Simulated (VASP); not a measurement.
# AlIn3As4 (P-4m2) in VASP: single point with PBE

Aim: the single point of AlIn3As4 with PBE.

Program: VASP 6.6.1. These are calculated values, not measurements. Logs are shortened: lines on timing, memory, paths and dates and some standing lists are left out, and cuts for length are marked.

**1. The cell of the first run**

Symmetry: P-4m2, No. 115, tetragonal system. Conventional cell: a = 4.286 Å, b = 4.286 Å, c = 12.159 Å, α = 90.00°, β = 90.00°, γ = 90.00°. Al (site symmetry -4m2) has 4 As at 2.52 Å within 3.3 Å. In (site symmetry 2mm) has 4 As at 2.66 to 2.67 Å within 3.5 Å. Within 3.5 Å of In (site symmetry -4m2) lie 4 As at 2.66 Å. As (site symmetry 2mm) has 2 Al at 2.52 Å and 2 In at 2.67 Å within 3.3 Å. As (site symmetry 2mm) has 4 In at 2.66 Å within 3.5 Å.

**2. Single point, PBE**

The input, INCAR:

```
SYSTEM = AlIn3As4
ALGO = Normal ; EDIFF = 1E-7
ENCUT = 520 ; GGA = PE
ISIF = 2 ; ISMEAR = 0
LASPH = .TRUE. ; LCHARG = .FALSE.
LREAL = .FALSE. ; LWAVE = .FALSE.
NBANDS = 41 ; NELM = 60
PREC = Accurate ; SIGMA = 0.1
```

The input, KPOINTS:

```
k-points
0
G
  10 10 4
  0 0 0
```

The input, POSCAR:

```
AlIn3As4
1.0
    4.2856974042      0.0000000000      0.0000000000
    0.0000000000      4.2856974042      0.0000000000
    0.0000000000      0.0000000000     12.1589063223
Al In As
1 3 4
Direct
    0.5000000000      0.5000000000      0.0000000000
    0.0000000000      0.0000000000      0.7595155914
    0.0000000000      0.0000000000      0.2404844086
    0.5000000000      0.5000000000      0.5000000000
    0.5000000000      0.0000000000      0.1093596454
    0.0000000000      0.5000000000      0.3702302639
    0.5000000000      0.0000000000      0.6297697361
    0.0000000000      0.5000000000      0.8906403546
```

Potentials or basis: VASP PAW PBE potentials, release 64 (Al, In_d, As).

The run is started by

```
$ cat potpaw_PBE.64/Al/POTCAR potpaw_PBE.64/In_d/POTCAR potpaw_PBE.64/As/POTCAR > POTCAR
$ mpirun -np 1 vasp_std > vasp.out
```

OUTCAR:

```text
SYSTEM = AlIn3As4
   EDIFF = 1E-7
   ENCUT = 520
   GGA = PE
   ISIF = 2
   ISMEAR = 0
   LASPH = .TRUE.
   LREAL = .FALSE.
   NELM = 60
   PREC = Accurate

 ion  position               nearest neighbor table
   1  0.500  0.500  0.000-   5 2.52   8 2.52   5 2.52   8 2.52
   2  0.000  0.000  0.760-   7 2.66   7 2.66   8 2.67   8 2.67
   3  0.000  0.000  0.240-   6 2.66   6 2.66   5 2.67   5 2.67
   4  0.500  0.500  0.500-   6 2.66   7 2.66   7 2.66   6 2.66
   5  0.500  0.000  0.109-   1 2.52   1 2.52   3 2.67   3 2.67
   6  0.000  0.500  0.370-   3 2.66   3 2.66   4 2.66   4 2.66
   7  0.500  0.000  0.630-   2 2.66   2 2.66   4 2.66   4 2.66
   8  0.000  0.500  0.891-   1 2.52   1 2.52   2 2.67   2 2.67

  LATTYP: Found a simple tetragonal cell.
 ALAT       =     4.2856974042
 C/A-ratio  =     2.8370893172

  Lattice vectors:

 A1 = (   4.2856974042,   0.0000000000,   0.0000000000)
 A2 = (   0.0000000000,   4.2856974042,   0.0000000000)
 A3 = (   0.0000000000,   0.0000000000,  12.1589063223)

Analysis of symmetry for initial positions (statically):
=====================================================================
 Subroutine PRICEL returns:
 Original cell was already a primitive cell.

 Routine SETGRP: Setting up the symmetry group for a
 simple tetragonal supercell.

 Subroutine GETGRP returns: Found  8 space group operations
 (whereof  8 operations were pure point group operations)
 out of a pool of 16 trial point group operations.

The static configuration has the point symmetry D_2d.

Analysis of symmetry for dynamics (positions and initial velocities):
=====================================================================
 Subroutine PRICEL returns:
 Original cell was already a primitive cell.

 Routine SETGRP: Setting up the symmetry group for a
 simple tetragonal supercell.

 Subroutine GETGRP returns: Found  8 space group operations
 (whereof  8 operations were pure point group operations)
 out of a pool of 16 trial point group operations.

The dynamic configuration has the point symmetry D_2d.

 Subroutine INISYM returns: Found  8 space group operations
 (whereof  8 operations are pure point group operations),
 and found     1 'primitive' translations

----------------------------------------------------------------------------------------

                                     Primitive cell

  volume of cell :     223.3251

[... 99 lines left out ...]
   NELM   =     60;   NELMIN=  2; NELMDL= -5     # of ELM steps
   EDIFF  = 0.1E-06   stopping-criterion for ELM
   LREAL  =      F    real-space projection
   EDIFFG = 0.1E-05   stopping-criterion for IOM
   NSW    =      0    number of steps for IOM
   IBRION =     -1    ionic relax: 0-MD 1-quasi-New 2-CG
   NFREE  =      0    steps in history (QN), initial steepest desc. (CG)
   ISIF   =      2    stress and relaxation
   ISYM   =      2    0-nonsym 1-usesym 2-fastsym
   POTIM  = 0.5000    time-step for ionic-motion
   TEBEG  =    0.0;   TEEND  =   0.0 temperature during run
   PSTRESS=    0.0 pullay stress
   NELECT =      62.0000    total number of electrons
   NUPDOWN=      -1.0000    fix difference up-down
   EMIN   =  10.00;   EMAX   =-10.00  energy-range for DOS
   EFERMI =   0.00;   METHOD = LEGACY
   ISMEAR =     0;   SIGMA  =   0.10  broadening in eV -4-tet -1-fermi 0-gaus
   EFERMI_NEDOS =   21; number of points for ismear=-14 and -15
   IALGO  =     38    algorithm
   IMIX   =      4    mixing-type and parameters
     AMIX     =   0.40;   BMIX     =  1.00
     AMIX_MAG =   1.60;   BMIX_MAG =  1.00
  volume/ion in A,a.u.               =      27.92       188.38
  Fermi-wavevector in a.u.,A,eV,Ry     =   1.067971  2.018173 15.518296  1.140563
  Thomas-Fermi vector in A             =   2.203605
   LORBIT       =      0    0 simple, 1 ext, 2 COOP (PROOUT), +10 PAW based schemes
   GGA     = PE    functional components
   LHFCALC =     F    Hartree Fock is set to
   AEXX    =    0.0000 exact exchange contribution
   IVDW    =     0    specifies the selected vdW correction
   LEPSILON=     F    determine dielectric tensor
   LRPA    =     F    only Hartree local field effects (RPA)
 non-spin polarized calculation
 Gauss-broadening in eV      SIGMA  =   0.10
  energy-cutoff  :      520.00
  volume of cell :      223.33
 maximum number of plane-waves:      6072
 NGX is ok and might be reduce to    32
   NGX = 15   NGY = 15   NGZ = 45

 number of electron      62.0000013 magnetization

 Free energy of the ion-electron system (eV)
  ---------------------------------------------------
  ext. energy  EPLUGINS =         0.00000000
  ---------------------------------------------------
  free energy    TOTEN  =       -32.43950777 eV

  energy without entropy =      -32.43893017  energy(sigma->0) =      -32.43921897

 E-fermi :   3.9460     XC(G=0):  -8.8533

 val. band max:        3.8909557344   @ k =   0.0000   0.0000   0.0000
 cond. band min:       4.6385660698   @ k =   0.0000   0.0000   0.2500
 fundamental gap:      0.7476103354
 Fermi energy:         3.9460124102

 k-point     1 :       0.0000    0.0000    0.0000
  band No.  band energies     occupation
      1     -10.4837      2.00000
      2     -10.4361      2.00000
      3     -10.3829      2.00000
      4     -10.3382      2.00000
      5     -10.3382      2.00000
      6     -10.3154      2.00000
[... 1045 lines left out ...]
     40       8.1616      0.00000
     41       8.5633      0.00000

 [... further k-points ...]
[... 5 lines left out ...]
  --------------------------------------------------------------------------------------
  -------------------------------------------------------------------------------------
  Total        0.0829242      0.0829242      0.0722724      0.0000000      0.0000000      0.0000000
  in kB        0.5949146      0.5949146      0.5184963      0.0000000      0.0000000      0.0000000
  external PRESSURE =       0.5694418 kB  Pullay stress =       0.0000000 kB

 VOLUME and BASIS-vectors are now :
 -----------------------------------------------------------------------------
  energy-cutoff  :      520.00
  volume of cell :      223.33
      direct lattice vectors                 reciprocal lattice vectors
     4.285697404  0.000000000  0.000000000     0.233334252  0.000000000  0.000000000
     0.000000000  4.285697404  0.000000000     0.000000000  0.233334252  0.000000000
     0.000000000  0.000000000 12.158906322     0.000000000  0.000000000  0.082244239

 POSITION                                       TOTAL-FORCE (eV/Angst)
 -----------------------------------------------------------------------------------
      2.14285      2.14285      0.00000         0.000000      0.000000      0.000000
      0.00000      0.00000      9.23488        -0.000000      0.000000      0.002223
      0.00000      0.00000      2.92403         0.000000      0.000000     -0.002223
      2.14285      2.14285      6.07945         0.000000     -0.000000      0.000000
      2.14285      0.00000      1.32969         0.000000      0.000000      0.012690
      0.00000      2.14285      4.50160         0.000000      0.000000     -0.001803
      2.14285      0.00000      7.65731         0.000000      0.000000      0.001803
      0.00000      2.14285     10.82921         0.000000      0.000000     -0.012690
 -----------------------------------------------------------------------------------
    total drift:                                0.000000      0.000000     -0.000000

  FREE ENERGIE OF THE ION-ELECTRON SYSTEM (eV)
  ---------------------------------------------------
  free  energy   TOTEN  =       -32.4395077721 eV

  energy  without entropy=      -32.4389301708  energy(sigma->0) =      -32.43921897
```

OSZICAR:

```text
N       E                     dE             d eps       ncg     rms          rms(c)
DAV:   1     0.540831283072E+03    0.54083E+03   -0.26671E+04  5166   0.156E+03
DAV:   2     0.370653708141E+02   -0.50377E+03   -0.48420E+03  5255   0.394E+02
DAV:   3    -0.297822800733E+02   -0.66848E+02   -0.64625E+02  6457   0.158E+02
DAV:   4    -0.333097651252E+02   -0.35275E+01   -0.35073E+01  6283   0.361E+01
DAV:   5    -0.334524875637E+02   -0.14272E+00   -0.14267E+00  7463   0.739E+00    0.822E+00
DAV:   6    -0.325083812686E+02    0.94411E+00   -0.16942E+00  7366   0.130E+01    0.457E+00
DAV:   7    -0.324434659985E+02    0.64915E-01   -0.99775E-01  8043   0.472E+00    0.117E+00
DAV:   8    -0.324361480046E+02    0.73180E-02   -0.11926E-01  7487   0.300E+00    0.786E-01
DAV:   9    -0.324384465578E+02   -0.22986E-02   -0.12765E-02  7446   0.126E+00    0.271E-01
DAV:  10    -0.324392419063E+02   -0.79535E-03   -0.32098E-03  7442   0.524E-01    0.752E-02
DAV:  11    -0.324394580331E+02   -0.21613E-03   -0.49937E-04  7138   0.135E-01    0.463E-02
DAV:  12    -0.324395004360E+02   -0.42403E-04   -0.82747E-05  6675   0.709E-02    0.111E-02
DAV:  13    -0.324395072352E+02   -0.67992E-05   -0.20131E-05  6271   0.359E-02    0.500E-03
DAV:  14    -0.324395077671E+02   -0.53198E-06   -0.27645E-06  6960   0.824E-03    0.314E-03
DAV:  15    -0.324395077033E+02    0.63876E-07   -0.10179E-06  5798   0.539E-03    0.101E-03
DAV:  16    -0.324395077721E+02   -0.68836E-07   -0.76320E-08  3831   0.194E-03
   1 F= -.32439508E+02 E0= -.32439219E+02  d E =-.577601E-03
```

Wall time 4.9 min (1 thread of Intel Xeon 6975P-C (Granite Rapids), shared host); peak memory 0.61 GiB.

What came out:

```
Free energy            : -32.4395 eV
Pressure               : 0.1 GPa
Largest force          : 0.013 eV/Å
Band gap on the k mesh : zero (filled and empty bands touch)
```

Forces in eV/Å, atoms in the order of the input:
```
Al   0.000  0.000  0.000
In   0.000  0.000  0.002
In   0.000  0.000 -0.002
In   0.000  0.000  0.000
As   0.000  0.000  0.013
As   0.000  0.000 -0.002
As   0.000  0.000  0.002
As   0.000  0.000 -0.013
```

Caveat: semilocal functionals underestimate gaps, and a narrow one can read as zero; spin-orbit coupling is left out, which moves the levels of the heavy elements.

The gap in the log of VASP goes by the Fermi energy; the results here count the filled bands.